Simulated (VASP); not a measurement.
# Pd (Fm-3m) in VASP: further runs

Pd is run at these levels: RPBE+D4, BLYP, r2SCAN+D3(BJ), PBE; tasks: single point, relaxation of cell and atoms.

Program: VASP 6.6.1. These are calculated values, not measurements. Logs are shortened: lines on timing, memory, paths and dates and some standing lists are left out, and cuts for length are marked.

## 1. The cell of the first run

Symmetry: Fm-3m, No. 225, cubic system. Conventional cell: a = 3.969 Å, b = 3.969 Å, c = 3.969 Å, α = 90.00°, β = 90.00°, γ = 90.00°. Within 3.7 Å of Pd (site symmetry m-3m) lie 12 Pd at 2.81 Å.

## 2. Single point, RPBE+D4

File INCAR:

```
SYSTEM = Pd
  ALGO = Normal
  EDIFF = 1E-6
  ENCUT = 520
  GGA = RP
  ISIF = 2
  ISMEAR = -1
  IVDW = 13
  LASPH = .TRUE.
  LCHARG = .TRUE.
  LELF = .TRUE.
  LREAL = .FALSE.
  LVHAR = .TRUE.
  LWAVE = .FALSE.
  NBANDS = 11
  NELM = 80
  PREC = Accurate
  SIGMA = 0.05
```

File KPOINTS:

```
k-points
0
G
  12 12 12
  0 0 0
```

File POSCAR:

```
Pd
1.0
    0.0000000000      1.9846763588      1.9846763588
    1.9846763588      0.0000000000      1.9846763588
    1.9846763588      1.9846763588      0.0000000000
Pd
1
Direct
    0.0000000000      0.0000000000      0.0000000000
```

Potentials or basis: VASP PAW PBE potentials, release 64 (Pd).

On the command line:

```console
$ cat potpaw_PBE.64/Pd/POTCAR > POTCAR
$ mpirun -np 1 vasp_std > vasp.out
```

OUTCAR:

```text
SYSTEM = Pd
   EDIFF = 1E-6
   ENCUT = 520
   GGA = RP
   ISIF = 2
   ISMEAR = -1
   IVDW = 13
   LASPH = .TRUE.
   LREAL = .FALSE.
   NELM = 80
   PREC = Accurate

 ion  position               nearest neighbor table
   1  0.000  0.000  0.000-

  LATTYP: Found a face centered cubic cell.
 ALAT       =     3.9693527176

  Lattice vectors:

 A1 = (   0.0000000000,   1.9846763588,   1.9846763588)
 A2 = (   1.9846763588,   0.0000000000,   1.9846763588)
 A3 = (   1.9846763588,   1.9846763588,   0.0000000000)

Analysis of symmetry for initial positions (statically):
[... 33 lines left out ...]
                                     Primitive cell

  volume of cell :      15.6350

  direct lattice vectors                    reciprocal lattice vectors
     0.000000000  1.984676359  1.984676359    -0.251930244  0.251930244  0.251930244
     1.984676359  0.000000000  1.984676359     0.251930244 -0.251930244  0.251930244
     1.984676359  1.984676359  0.000000000     0.251930244  0.251930244 -0.251930244

  length of vectors
     2.806756224  2.806756224  2.806756224     0.436355983  0.436355983  0.436355983

  position of ions in fractional coordinates (direct lattice)
     0.000000000  0.000000000  0.000000000

  ion indices of the primitive-cell ions
   primitive index   ion index
                 1           1

----------------------------------------------------------------------------------------

 KPOINTS: k-points

Automatic generation of k-mesh.
 Grid dimensions read from file:
 generate k-points for:   12   12   12

 Generating k-lattice:

  Cartesian coordinates                     Fractional coordinates (reciprocal lattice)
    -0.020994187  0.020994187  0.020994187     0.083333333  0.000000000  0.000000000
     0.020994187 -0.020994187  0.020994187     0.000000000  0.083333333  0.000000000
     0.020994187  0.020994187 -0.020994187     0.000000000  0.000000000  0.083333333

  Length of vectors
     0.036362999  0.036362999  0.036362999

  Shift w.r.t. Gamma in fractional coordinates (k-lattice)
     0.000000000  0.000000000  0.000000000

 Subroutine IBZKPT returns following result:
 ===========================================

 Found     72 irreducible k-points:

 Following reciprocal coordinates:
            Coordinates               Weight
  0.000000  0.000000  0.000000      1.000000
  0.083333  0.000000  0.000000      8.000000
  0.166667  0.000000  0.000000      8.000000
  0.250000  0.000000  0.000000      8.000000
[... 42 lines left out ...]
   NSW    =      0    number of steps for IOM
   IBRION =     -1    ionic relax: 0-MD 1-quasi-New 2-CG
   NFREE  =      0    steps in history (QN), initial steepest desc. (CG)
   ISIF   =      2    stress and relaxation
   ISYM   =      2    0-nonsym 1-usesym 2-fastsym
   POTIM  = 0.5000    time-step for ionic-motion
   TEBEG  =    0.0;   TEEND  =   0.0 temperature during run
   PSTRESS=    0.0 pullay stress
   NELECT =      10.0000    total number of electrons
   NUPDOWN=      -1.0000    fix difference up-down
   EMIN   =  10.00;   EMAX   =-10.00  energy-range for DOS
   EFERMI =   0.00;   METHOD = LEGACY
   ISMEAR =    -1;   SIGMA  =   0.05  broadening in eV -4-tet -1-fermi 0-gaus
   EFERMI_NEDOS =   21; number of points for ismear=-14 and -15
   IALGO  =     38    algorithm
   IMIX   =      4    mixing-type and parameters
     AMIX     =   0.40;   BMIX     =  1.00
     AMIX_MAG =   1.60;   BMIX_MAG =  1.00
  volume/ion in A,a.u.               =      15.64       105.51
  Fermi-wavevector in a.u.,A,eV,Ry     =   1.410507  2.665471 27.069185  1.989529
  Thomas-Fermi vector in A             =   2.532453
   LORBIT       =      0    0 simple, 1 ext, 2 COOP (PROOUT), +10 PAW based schemes
   GGA     = RP    functional components
   LHFCALC =     F    Hartree Fock is set to
   AEXX    =    0.0000 exact exchange contribution
   IVDW    =    13    specifies the selected vdW correction
   LEPSILON=     F    determine dielectric tensor
   LRPA    =     F    only Hartree local field effects (RPA)
 non-spin polarized calculation
  energy-cutoff  :      520.00
  volume of cell :       15.64
 maximum number of plane-waves:       444
 NGX is ok and might be reduce to    24
   NGX = 11   NGY = 11   NGZ = 11

 number of electron      10.0000001 magnetization

 Free energy of the ion-electron system (eV)
  ---------------------------------------------------
  ext. energy  EPLUGINS =         0.00000000
  ---------------------------------------------------
  free energy    TOTEN  =        -4.63946425 eV

  energy without entropy =       -4.61845718  energy(sigma->0) =       -4.62896072

 E-fermi :   8.9052     XC(G=0): -12.7150

 val. band max:        8.9045444634   @ k =  -0.3333   0.4167   0.0833
 cond. band min:       8.9055408317   @ k =   0.5000   0.4167   0.0833
 fundamental gap:      0.0009963683
 Fermi energy:         8.9052369087

 k-point     1 :       0.0000    0.0000    0.0000
  band No.  band energies     occupation
      1       2.2863      2.00000
      2       6.3515      2.00000
      3       6.3515      2.00000
      4       6.3515      2.00000
      5       7.8059      2.00000
      6       7.8059      2.00000
      7      26.0836      0.00000
      8      30.5626      0.00000
      9      30.5626      0.00000
     10      30.5626      0.00000
     11      35.2864      0.00000
[... 309 lines left out ...]
 k-point    24 :      -0.4167    0.1667    0.0000
  band No.  band energies     occupation
      1       4.6616      2.00000
      2       5.9290      2.00000
      3       6.8001      2.00000
      4       7.2047      2.00000
      5       8.6928      1.97184
      6      12.4679      0.00000
      7      16.1484      0.00000
      8      24.3705      0.00000
      9      27.4422      0.00000
     10      28.2416      0.00000
     11      35.6014      0.00000

 [... further k-points ...]

------------------------ aborting loop because EDIFF is reached ----------------------------------------

  DFT-D4 for vdW energy calculation

  Edisp (eV):   -0.90578

  FORCE on cell =-STRESS in cart. coord.  units (eV):
  Direction    XX          YY          ZZ          XY          YZ          ZX
  --------------------------------------------------------------------------------------
  -------------------------------------------------------------------------------------
  Total      -0.76162    -0.76162    -0.76162     0.00000     0.00000     0.00000
  in kB     -78.04618   -78.04618   -78.04618     0.00000     0.00000     0.00000
  external pressure =      -78.05 kB  Pullay stress =        0.00 kB

 VOLUME and BASIS-vectors are now :
 -----------------------------------------------------------------------------
  energy-cutoff  :      520.00
  volume of cell :       15.64
      direct lattice vectors                 reciprocal lattice vectors
     0.000000000  1.984676359  1.984676359    -0.251930244  0.251930244  0.251930244
     1.984676359  0.000000000  1.984676359     0.251930244 -0.251930244  0.251930244
     1.984676359  1.984676359  0.000000000     0.251930244  0.251930244 -0.251930244

 POSITION                                       TOTAL-FORCE (eV/Angst)
 -----------------------------------------------------------------------------------
      0.00000      0.00000      0.00000         0.000000     -0.000000      0.000000
 -----------------------------------------------------------------------------------
    total drift:                               -0.000000      0.000000     -0.000000

  FREE ENERGIE OF THE ION-ELECTRON SYSTEM (eV)
  ---------------------------------------------------
  free  energy   TOTEN  =        -5.5452435832 eV

  energy  without entropy=       -5.5242365153  energy(sigma->0) =       -5.53474005
```

OSZICAR:

```text
N       E                     dE             d eps       ncg     rms          rms(c)
DAV:   1     0.424234611925E+02    0.42423E+02   -0.51926E+03  1592   0.852E+02
DAV:   2    -0.433534895818E+01   -0.46759E+02   -0.44992E+02  1785   0.180E+02
DAV:   3    -0.485506566811E+01   -0.51972E+00   -0.51527E+00  1889   0.203E+01
DAV:   4    -0.485774632632E+01   -0.26807E-02   -0.26798E-02  1867   0.154E+00
DAV:   5    -0.485777882733E+01   -0.32501E-04   -0.32501E-04  2108   0.150E-01    0.630E+00
DAV:   6    -0.464816847564E+01    0.20961E+00   -0.89515E-01  1926   0.767E+00    0.325E+00
DAV:   7    -0.464179556405E+01    0.63729E-02   -0.91571E-03  1994   0.710E-01    0.175E+00
DAV:   8    -0.463946002002E+01    0.23355E-02   -0.96264E-04  1914   0.232E-01    0.579E-02
DAV:   9    -0.463945905671E+01    0.96331E-06   -0.23311E-05  2010   0.427E-02    0.220E-02
DAV:  10    -0.463946471271E+01   -0.56560E-05   -0.42770E-06  1895   0.190E-02    0.473E-03
DAV:  11    -0.463946425258E+01    0.46012E-06   -0.42389E-08  1277   0.204E-03
   1 F= -.55452436E+01 E0= -.55347400E+01  d E =-.210071E-01
```

It took 7.2 s on 1 thread of Intel Xeon 6975P-C, shared host; peak memory 0.15 GiB.

Results:

| Quantity | Value |
| --- | --- |
| Free energy | -5.5452 eV |
| Pressure | -7.8 GPa |
| Band gap on the k mesh | zero (band 5 reaches 9.18 eV, above the bottom of band 6 at 7.75 eV) |
| Dispersion energy per atom | -0.906 eV |

Caveat: the PAW data sets were made with another functional, which shifts forces and pressure a little; pairwise dispersion overbinds metals, which lowers pressure and volume.

## 3. Single point, BLYP

This run uses another cell than the first one, of 16.31 Å³/atom, 1.043 times its volume.

File INCAR:

```
SYSTEM = Pd
PREC = Accurate ; ENCUT = 520
EDIFF = 1E-6 ; ISMEAR = -1
SIGMA = 0.05 ; LREAL = .False.
LASPH = .True. ; NELM = 100
ALGO = Normal ; ISIF = 2
LWAVE = .False. ; LCHARG = .True.
GGA = B5 ; ALDAX = 1.0
AGGAX = 1.0 ; AGGAC = 1.0
ALDAC = 0.0 ; LELF = .True.
LVHAR = .True. ; NBANDS = 11
```

File KPOINTS:

```
regular mesh
0
Gamma
  12 12 12
  0 0 0
```

File POSCAR:

```
Pd
1.0
    0.0000000000      2.0127980888      2.0127980888
    2.0127980888      0.0000000000      2.0127980888
    2.0127980888      2.0127980888      0.0000000000
Pd
1
Direct
    0.0000000000      0.0000000000      0.0000000000
```

Potentials or basis: VASP PAW PBE potentials, release 64 (Pd).

On the command line:

```console
$ cat potpaw_PBE.64/Pd/POTCAR > POTCAR
$ mpirun -np 1 vasp_std > vasp.out
```

Run time: 11 s. Hardware: 1 thread of Intel Xeon 6975P-C, shared host; peak memory 0.15 GiB.

It converged, with:

| Quantity | Value |
| --- | --- |
| Free energy | -4.3915 eV |
| Pressure | 0.3 GPa |
| Band gap on the k mesh | zero (band 5 reaches 8.90 eV, above the bottom of band 6 at 7.55 eV) |

Levels at points of the mesh, in eV from the Fermi level:
| k point | band 2 | band 3 | band 4 | band 5 | band 6 | band 7 | band 8 | band 9 |
| --- | --- | --- | --- | --- | --- | --- | --- | --- |
| (0.00, 0.00, 0.00) | -2.40 | -2.40 | -2.40 | -1.05 | -1.05 | 17.45 | 21.46 | 21.46 |
| (0.50, 0.00, 0.00) | -2.44 | -2.44 | -0.02 | -0.02 | 1.51 | 6.61 | 16.82 | 20.12 |
| (0.50, 0.50, 0.00) | -4.31 | -0.05 | 0.26 | 0.26 | 3.57 | 9.86 | 12.76 | 12.76 |

Caveat: the PAW data sets were made with another functional, which shifts forces and pressure a little.

## 4. Single point, r2SCAN+D3(BJ)

This run uses another cell than the first one, of 14.64 Å³/atom, 0.937 times its volume.

File POSCAR:

```
Pd
1.0
    0.0000000000      1.9418147297      1.9418147297
    1.9418147297      0.0000000000      1.9418147297
    1.9418147297      1.9418147297      0.0000000000
Pd
1
Direct
    0.0000000000      0.0000000000      0.0000000000
```

File INCAR.step1:

```
SYSTEM = Pd
PREC = Accurate ; ENCUT = 520
ISMEAR = -1 ; SIGMA = 0.05
LREAL = .FALSE. ; LASPH = .TRUE.
NELM = 80 ; NBANDS = 11
GGA = PE ; ALGO = Normal
EDIFF = 1E-4 ; LWAVE = .TRUE.
LCHARG = .FALSE.
```

File INCAR.step2:

```
SYSTEM = Pd
PREC = Accurate ; ENCUT = 520
EDIFF = 1E-6 ; ISMEAR = -1
SIGMA = 0.05 ; LREAL = .FALSE.
LASPH = .TRUE. ; NELM = 80
ALGO = Normal ; ISIF = 2
LWAVE = .FALSE. ; LCHARG = .FALSE.
METAGGA = R2SCAN ; LMIXTAU = .TRUE.
IVDW = 12 ; VDW_S6 = 1.0
VDW_S8 = 0.78981345 ; VDW_A1 = 0.49484001
VDW_A2 = 5.73083694 ; NBANDS = 11
ISTART = 1
```

File KPOINTS:

```
Automatic mesh
0
G
  12 12 12
  0 0 0
```

On the command line:

```console
$ cat potpaw_PBE.64/Pd/POTCAR > POTCAR
$ cp INCAR.step1 INCAR
$ mpirun -np 1 vasp_std > vasp.out
$ cp INCAR.step2 INCAR
$ mpirun -np 1 vasp_std > vasp.out
```

Run time: 30 s. Hardware: 1 thread of Intel Xeon 6975P-C, shared host; peak memory 0.14 GiB.

The run converged. Its results:

| Property | Result |
| --- | --- |
| Free energy | -23.2723 eV |
| Pressure | 0.7 GPa |
| Band gap on the k mesh | zero (band 5 reaches 10.04 eV, above the bottom of band 6 at 8.34 eV) |
| Dispersion energy per atom | -0.318 eV |

Levels at points of the mesh, in eV from the Fermi level:
```csv
k point,band 2,band 3,band 4,band 5,band 6,band 7,band 8,band 9
"(0.00, 0.00, 0.00)",-2.93,-2.93,-2.93,-1.30,-1.30,18.06,22.42,23.10
"(0.50, 0.00, 0.00)",-3.01,-3.01,-0.02,-0.02,1.30,7.80,17.46,22.24
"(0.50, 0.50, 0.00)",-5.31,-0.08,0.33,0.33,3.68,11.42,14.00,14.00
```

Caveat: the PAW data sets were made with another functional, which shifts forces and pressure a little; pairwise dispersion overbinds metals, which lowers pressure and volume.

## 5. Relaxation of cell and atoms, PBE

This run uses another cell than the first one, of 14.75 Å³/atom, 0.943 times its volume.

File INCAR:

```
SYSTEM = Pd
ALGO = Normal
EDIFF = 1E-7
EDIFFG = -0.01
ENCUT = 600
GGA = PE
IBRION = 2
ISIF = 3
ISMEAR = -1
LASPH = .TRUE.
LCHARG = .FALSE.
LREAL = .FALSE.
LWAVE = .FALSE.
NELM = 80
NSW = 60
PREC = Accurate
SIGMA = 0.05
```

File KPOINTS:

```
k-points
0
G
  12 12 12
  0 0 0
```

File POSCAR:

```
Pd
1.0
    0.0000000000      1.9465000000      1.9465000000
    1.9465000000      0.0000000000      1.9465000000
    1.9465000000      1.9465000000      0.0000000000
Pd
1
Direct
    0.0000000000      0.0000000000      0.0000000000
```

On the command line:

```console
$ cat potpaw_PBE.64/Pd/POTCAR > POTCAR
$ mpirun -np 1 vasp_std > vasp.out
```

Wall time 19 s (1 thread of Intel Xeon 6975P-C, shared host); peak memory 0.15 GiB.

Results (log left out):

| Property | Result |
| --- | --- |
| Free energy | -5.2302 eV |
| Relaxed volume | 15.29 Å³/atom |
| Relaxed cell | a = 2.786 Å, b = 2.786 Å, c = 2.786 Å, α = 60.00°, β = 60.00°, γ = 60.00° |
| Space group after relaxing (to 0.05 Å) | Fm-3m (No. 225) |
| Energy gained by relaxing | 10.4 meV/atom |
| Ionic steps | 3 |
| Pressure after relaxing | 0.0 GPa |
| Band gap on the k mesh | zero (band 5 reaches 9.45 eV, above the bottom of band 6 at 7.96 eV) |

The path:
```csv
step,energy change (eV),largest force (eV/Å),pressure (GPa),volume (Å³)
1,0.0000,0.0000,6.56,14.75
2,0.0092,0.0000,-7.47,16.08
3,-0.0104,0.0000,-0.05,15.29
```

Final structure:
```yaml
crystal:
  lattice:
    - [0.00000, 1.96980, 1.96980]
    - [1.96980, 0.00000, 1.96980]
    - [1.96980, 1.96980, 0.00000]
  atoms:
    - { symbol: Pd, position: [0.00000, 0.00000, 0.00000] }
```

Levels at points of the mesh, in eV from the Fermi level:
| k point | band 2 | band 3 | band 4 | band 5 | band 6 | band 7 | band 8 | band 9 |
| --- | --- | --- | --- | --- | --- | --- | --- | --- |
| (0.00, 0.00, 0.00) | -2.66 | -2.66 | -2.66 | -1.14 | -1.14 | 17.20 | 21.78 | 21.78 |
| (0.50, 0.00, 0.00) | -2.70 | -2.70 | -0.01 | -0.01 | 1.12 | 7.07 | 16.55 | 20.78 |
| (0.50, 0.50, 0.00) | -4.80 | -0.04 | 0.29 | 0.29 | 3.38 | 10.43 | 13.04 | 13.04 |

## 6. The runs side by side

```csv
task,level,cell,cutoff (eV),gap on the mesh (eV),pressure (GPa)
single point,RPBE+D4,"a = 2.807 Å, angles 60.0°, 1 atom",520,none,-7.8
single point,BLYP,"a = 2.847 Å, angles 60.0°, 1 atom",520,none,0.3
single point,r2SCAN+D3(BJ),"a = 2.746 Å, angles 60.0°, 1 atom",520,none,0.7
relaxation of cell and atoms,PBE,"relaxed from a = 2.753 Å, angles 60.0°, 1 atom",600,none,0.0
```

Alike in all rows: potentials or basis VASP PAW PBE potentials, release 64 (Pd); no spin polarisation; k mesh 12 × 12 × 12; smearing fermi-dirac 0.05 eV.

Caveats: the PAW data sets were made with another functional, which shifts forces and pressure a little (some runs); pairwise dispersion overbinds metals, which lowers pressure and volume (some runs).

Total energies depend on the potentials used, so only differences within one code and one set of settings carry meaning.
